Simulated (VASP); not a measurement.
# Cu (I4/mmm) in VASP: a series of runs

Runs on Cu. Level: PBEsol. Tasks: single point.

Program: VASP 6.6.1. These are calculated values, not measurements. Logs are shortened: lines on timing, memory, paths and dates and some standing lists are left out, and cuts for length are marked.

**1. The cell of the first run**

It takes space group I4/mmm (No. 139, tetragonal). The conventional cell has a = 2.394 Å, b = 2.394 Å, c = 3.474 Å, α = 90.00°, β = 90.00°, γ = 90.00°. Within 3.2 Å of Cu (site symmetry 4/mmm) lie 12 Cu at 2.39 to 2.43 Å.

**2. Single point, PBEsol (strain -0.050 along x and y, -0.025 along z)**

INCAR

```
SYSTEM = Cu
ALGO = Fast
EDIFF = 1E-6
ENCUT = 520
GGA = PS
ISIF = 2
ISMEAR = 0
LASPH = .True.
LCHARG = .False.
LREAL = .False.
LWAVE = .False.
NBANDS = 12
NELM = 60
PREC = Accurate
SIGMA = 0.15
```

KPOINTS

```
k-points
0
Gamma
  28 28 28
  0 0 0
```

POSCAR

```
Cu
1.0
    0.0000000000      1.6926017084      1.7371438586
    1.6926017084      0.0000000000      1.7371438586
    1.6926017084      1.6926017084      0.0000000000
Cu
1
Direct
    0.0000000000      0.0000000000      0.0000000000
```

Potentials or basis: VASP PAW PBE potentials, release 64 (Cu).

Launch:

```
cat potpaw_PBE.64/Cu/POTCAR > POTCAR
mpirun -np 1 vasp_std > vasp.out
```

OUTCAR:

```text
SYSTEM = Cu
   EDIFF = 1E-6
   ENCUT = 520
   GGA = PS
   ISIF = 2
   ISMEAR = 0
   LASPH = .True.
   LREAL = .False.
   NELM = 60
   PREC = Accurate

 ion  position               nearest neighbor table
   1  0.000  0.000  0.000-

  LATTYP: Found a body centered tetragonal cell.
 ALAT       =     2.3937002917
 C/A-ratio  =     1.4514297087

  Lattice vectors:

 A1 = (  -1.6926017084,   0.0000000000,   1.7371438586)
 A2 = (   1.6926017084,   0.0000000000,   1.7371438586)
 A3 = (   0.0000000000,   1.6926017084,  -1.7371438586)

Analysis of symmetry for initial positions (statically):
=====================================================================
 Subroutine PRICEL returns:
 Original cell was already a primitive cell.

 Routine SETGRP: Setting up the symmetry group for a
 body centered tetragonal supercell.

 Subroutine GETGRP returns: Found 16 space group operations
 (whereof 16 operations were pure point group operations)
 out of a pool of 16 trial point group operations.

The static configuration has the point symmetry D_4h.

Analysis of symmetry for dynamics (positions and initial velocities):
=====================================================================
 Subroutine PRICEL returns:
 Original cell was already a primitive cell.

 Routine SETGRP: Setting up the symmetry group for a
 body centered tetragonal supercell.

 Subroutine GETGRP returns: Found 16 space group operations
 (whereof 16 operations were pure point group operations)
 out of a pool of 16 trial point group operations.

The dynamic configuration has the point symmetry D_4h.

 Subroutine INISYM returns: Found 16 space group operations
 (whereof 16 operations are pure point group operations),
 and found     1 'primitive' translations

----------------------------------------------------------------------------------------

                                     Primitive cell

  volume of cell :       9.9535

  direct lattice vectors                    reciprocal lattice vectors
     0.000000000  1.692601708  1.737143859    -0.295403223  0.295403223  0.287828781
     1.692601708  0.000000000  1.737143859     0.295403223 -0.295403223  0.287828781
     1.692601708  1.692601708  0.000000000     0.295403223  0.295403223 -0.287828781

  length of vectors
     2.425400859  2.425400859  2.393700292     0.507317983  0.507317983  0.507317983

  position of ions in fractional coordinates (direct lattice)
     0.000000000  0.000000000  0.000000000
[... 78 lines left out ...]
   EDIFFG = 0.1E-04   stopping-criterion for IOM
   NSW    =      0    number of steps for IOM
   IBRION =     -1    ionic relax: 0-MD 1-quasi-New 2-CG
   NFREE  =      0    steps in history (QN), initial steepest desc. (CG)
   ISIF   =      2    stress and relaxation
   ISYM   =      2    0-nonsym 1-usesym 2-fastsym
   POTIM  = 0.5000    time-step for ionic-motion
   TEBEG  =    0.0;   TEEND  =   0.0 temperature during run
   PSTRESS=    0.0 pullay stress
   NELECT =      11.0000    total number of electrons
   NUPDOWN=      -1.0000    fix difference up-down
   EMIN   =  10.00;   EMAX   =-10.00  energy-range for DOS
   EFERMI =   0.00;   METHOD = LEGACY
   ISMEAR =     0;   SIGMA  =   0.15  broadening in eV -4-tet -1-fermi 0-gaus
   EFERMI_NEDOS =   21; number of points for ismear=-14 and -15
   IALGO  =     68    algorithm
   IMIX   =      4    mixing-type and parameters
     AMIX     =   0.40;   BMIX     =  1.00
     AMIX_MAG =   1.60;   BMIX_MAG =  1.00
  volume/ion in A,a.u.               =       9.95        67.17
  Fermi-wavevector in a.u.,A,eV,Ry     =   1.692573  3.198498 38.977993  2.864802
  Thomas-Fermi vector in A             =   2.774135
   LORBIT       =      0    0 simple, 1 ext, 2 COOP (PROOUT), +10 PAW based schemes
   GGA     = PS    functional components
   LHFCALC =     F    Hartree Fock is set to
   AEXX    =    0.0000 exact exchange contribution
   IVDW    =     0    specifies the selected vdW correction
   LEPSILON=     F    determine dielectric tensor
   LRPA    =     F    only Hartree local field effects (RPA)
 non-spin polarized calculation
 RMM-DIIS sequential band-by-band and
 Gauss-broadening in eV      SIGMA  =   0.15
  energy-cutoff  :      520.00
  volume of cell :        9.95
 maximum number of plane-waves:       282
 NGX is ok and might be reduce to    18
   NGX =  9   NGY =  9   NGZ =  9

 number of electron      11.0000017 magnetization

 Free energy of the ion-electron system (eV)
  ---------------------------------------------------
  ext. energy  EPLUGINS =         0.00000000
  ---------------------------------------------------
  free energy    TOTEN  =        -4.19141908 eV

  energy without entropy =       -4.18874861  energy(sigma->0) =       -4.19008384

 E-fermi :   9.7612     XC(G=0): -13.9390

 val. band max:        9.7385121030   @ k =  -0.1429   0.3214   0.2857
 cond. band min:       9.7698143394   @ k =   0.5000   0.3571   0.1429
 fundamental gap:      0.0313022364
 Fermi energy:         9.7611959967

 k-point     1 :       0.0000    0.0000    0.0000
  band No.  band energies     occupation
      1      -1.0610      2.00000
      2       5.9951      2.00000
      3       6.1592      2.00000
      4       6.1592      2.00000
      5       7.1004      2.00000
      6       7.2680      2.00000
      7      33.6577      0.00000
      8      37.4574      0.00000
      9      37.7305      0.00000
     10      37.7305      0.00000
     11      40.3614      0.00000
     12      40.3667      0.00000
[... 331 lines left out ...]
 k-point    24 :       0.3214    0.0357    0.0000
  band No.  band energies     occupation
      1       2.3176      2.00000
      2       5.8403      2.00000
      3       6.1424      2.00000
      4       6.3427      2.00000
      5       7.4485      2.00000
      6       7.5600      2.00000
      7      20.7169      0.00000
      8      32.8356      0.00000
      9      33.9098      0.00000
     10      35.6839      0.00000
     11      38.0845      0.00000
     12      41.3345      0.00000

 [... further k-points ...]
[... 5 lines left out ...]
  --------------------------------------------------------------------------------------
  -------------------------------------------------------------------------------------
  Total        1.9640136      1.9640136      1.7961897      0.0000000     -0.0000000      0.0000000
  in kB      316.1402195    316.1402195    289.1262073      0.0000000     -0.0000000      0.0000000
  external PRESSURE =     307.1355488 kB  Pullay stress =       0.0000000 kB

 VOLUME and BASIS-vectors are now :
 -----------------------------------------------------------------------------
  energy-cutoff  :      520.00
  volume of cell :        9.95
      direct lattice vectors                 reciprocal lattice vectors
     0.000000000  1.692601708  1.737143859    -0.295403223  0.295403223  0.287828781
     1.692601708  0.000000000  1.737143859     0.295403223 -0.295403223  0.287828781
     1.692601708  1.692601708  0.000000000     0.295403223  0.295403223 -0.287828781

 POSITION                                       TOTAL-FORCE (eV/Angst)
 -----------------------------------------------------------------------------------
      0.00000      0.00000      0.00000         0.000000      0.000000      0.000000
 -----------------------------------------------------------------------------------
    total drift:                                0.000000     -0.000000     -0.000000

  FREE ENERGIE OF THE ION-ELECTRON SYSTEM (eV)
  ---------------------------------------------------
  free  energy   TOTEN  =        -4.1914190757 eV

  energy  without entropy=       -4.1887486069  energy(sigma->0) =       -4.19008384
```

OSZICAR:

```text
N       E                     dE             d eps       ncg     rms          rms(c)
DAV:   1     0.402891217503E+02    0.40289E+02   -0.54063E+03 44920   0.162E+03
DAV:   2    -0.411251094593E+01   -0.44402E+02   -0.40985E+02 40700   0.210E+02
DAV:   3    -0.530908907419E+01   -0.11966E+01   -0.11896E+01 45316   0.386E+01
DAV:   4    -0.531552974993E+01   -0.64407E-02   -0.64399E-02 44548   0.250E+00
DAV:   5    -0.531558097892E+01   -0.51229E-04   -0.51229E-04 46112   0.226E-01    0.849E+00
RMM:   6    -0.446800823823E+01    0.84757E+00   -0.28939E+00 49383   0.315E+01    0.364E+00
RMM:   7    -0.421579662421E+01    0.25221E+00   -0.33445E-01 49462   0.100E+01    0.117E+00
RMM:   8    -0.419298152576E+01    0.22815E-01   -0.17609E-02 50918   0.139E+00    0.319E-01
RMM:   9    -0.419131406955E+01    0.16675E-02   -0.42946E-03 50972   0.129E+00    0.416E-02
RMM:  10    -0.419141929889E+01   -0.10523E-03   -0.67711E-04 53565   0.315E-01    0.159E-02
RMM:  11    -0.419141901240E+01    0.28648E-06   -0.11904E-04 52099   0.190E-01    0.247E-02
RMM:  12    -0.419141830890E+01    0.70350E-06   -0.38783E-05 55088   0.723E-02    0.381E-03
RMM:  13    -0.419141907565E+01   -0.76675E-06   -0.62344E-06 42956   0.246E-02
   1 F= -.41914191E+01 E0= -.41900838E+01  d E =-.267047E-02
```

stdout:

```text
POSCAR found type information on POSCAR Cu
 POSCAR found :  1 types and       1 ions
 scaLAPACK will be used
 -----------------------------------------------------------------------------
|                                                                             |
|                                                                             |
|     You enforced a specific xc type in the INCAR file but a different       |
|     I HOPE YOU KNOW WHAT YOU ARE DOING!                                     |
|                                                                             |
 -----------------------------------------------------------------------------

 LDA part: xc-table for (Slater+PW92), standard interpolation
 POSCAR, INCAR and KPOINTS ok, starting setup
 FFT: planning ... GRIDC
 FFT: planning ... GRID_SOFT
 FFT: planning ... GRID
 WAVECAR not read
 entering main loop
WARNING in EDDRMM: call to ZHEGV failed, returncode =   6  3      8
WARNING in EDDRMM: call to ZHEGV failed, returncode =   6  3      8
WARNING in EDDRMM: call to ZHEGV failed, returncode =   6  3      8
WARNING in EDDRMM: call to ZHEGV failed, returncode =   6  3     11
```

Run time: 5.3 min. Hardware: 1 thread of Intel Xeon Platinum 8175M at 2.50GHz (Skylake/Cascade Lake), shared host; peak memory 0.29 GiB.

What came out:

```
Free energy            : -4.1914 eV
Pressure               : 30.7 GPa
Band gap on the k mesh : zero (an odd number of electrons rules out a gap without spin polarisation)
```

Stress tensor (GPa, compression positive):
```
31.61  0.00  0.00
 0.00 31.61  0.00
 0.00  0.00 28.91
```

Caveat: the cell differs from its parent crystal (strain -0.050 along x and y, -0.025 along z); the cell stands under pressure; the PAW data sets were made with another functional, which shifts forces and pressure a little.

(Part 1 of 2 ends here.)
